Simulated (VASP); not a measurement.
A run of VASP 6.6.1 is set up as follows.

INCAR

```
SYSTEM = AlNi
PREC = Accurate
ENCUT = 520
EDIFF = 1E-7
ISMEAR = 0
SIGMA = 0.15
LREAL = .False.
LASPH = .True.
NELM = 60
ALGO = Fast
ISIF = 2
LWAVE = .False.
LCHARG = .False.
GGA = PS
NBANDS = 14
```

KPOINTS

```
Automatic mesh
0
Gamma
  18 18 18
  0 0 0
```

POSCAR

```
AlNi
1.0
    3.1297649604      0.0000000000      0.0000000000
    0.0000000000      3.1297649604      0.0000000000
    0.0000000000      0.0000000000      2.4412166691
Al Ni
1 1
Direct
    0.0000000000      0.0000000000      0.0000000000
    0.5000000000      0.5000000000      0.5000000000
```

Potentials or basis: VASP PAW PBE potentials, release 64 (Al, Ni).

The run is started by

```console
$ cat potpaw_PBE.64/Al/POTCAR potpaw_PBE.64/Ni/POTCAR > POTCAR
$ mpirun -np 1 vasp_std > vasp.out
```

(1) Predict the pressure.

(2) Predict the band gap on the k mesh.

Answers

(1) 3.0 GPa.

(2) zero (an odd number of electrons rules out a gap without spin polarisation).

Caveat: the cell stands under pressure; the PAW data sets were made with another functional, which shifts forces and pressure a little.
